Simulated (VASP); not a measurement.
PtW12: single point with LDA

System: PtW12, a slab with vacuum.

```xyz
13
Lattice="5.4320 0.0000 0.0000 -1.8107 5.1213 0.0000 0.0000 0.0000 19.7904" Properties=species:S:1:pos:R:3 pbc="T T T"
W     0.9053    1.2803    4.0000
W     0.0000    3.8410    4.0000
W     3.6213    1.2803    4.0000
W     2.7160    3.8410    4.0000
W     0.0000    0.0000    6.1452
W    -0.9053    2.5607    6.1452
W     2.7160    0.0000    6.1452
W     1.8107    2.5607    6.1452
W     0.9053    1.2803    8.2904
W     0.0000    3.8410    8.2904
W     3.6213    1.2803    8.2904
W     2.7160    3.8410    8.2904
Pt    1.2071    1.7071   10.5084
```

* Program: VASP 6.6.1
* Task: single point
* Functional: LDA
* Potentials or basis: VASP PAW LDA potentials, release 64 (W_sv, Pt)
* Cutoff: 520 eV
* k mesh: 5 × 5 × 1
* Occupations: gaussian, width 0.1 eV
* Spin: no spin polarisation
* Dipole correction: yes
* Further INCAR settings: ALGO = Normal; EDIFF = 1e-06; NBANDS = 101

The largest force is 1.370 eV/Å. The band gap on the k mesh is zero (bands 89 and 90 overlap by 1.32 eV).

Forces in eV/Å, atoms in the order of the input:
```
W   -0.025 -0.035 -0.044
W   -0.008  0.025 -0.200
W    0.027  0.001 -0.200
W    0.056  0.079  0.163
W   -0.176 -0.248 -0.796
W    0.057 -0.069 -0.131
W   -0.084  0.031 -0.131
W    0.103  0.146 -0.558
W   -0.652 -0.922 -0.476
W   -0.003 -0.100  0.925
W   -0.094 -0.036  0.925
W    0.023  0.032  0.246
Pt   0.775  1.096  0.275
```

Levels at points of the mesh, in eV from the Fermi level:
| k point | band 85 | band 86 | band 87 | band 88 | band 89 | band 90 | band 91 | band 92 | band 93 | band 94 |
| --- | --- | --- | --- | --- | --- | --- | --- | --- | --- | --- |
| (0.00, 0.00, 0.00) | 0.16 | 0.20 | 0.37 | 0.56 | 0.90 | 1.51 | 1.54 | 1.56 | 1.60 | 1.69 |

It took 37 min on 1 thread of Intel(R) Xeon(R) Platinum 8259CL CPU @ 2.50GHz (Skylake/Cascade Lake), on a shared host, peak memory 0.62 GiB.

Caveat: spin-orbit coupling is left out, which moves the levels of the heavy elements.
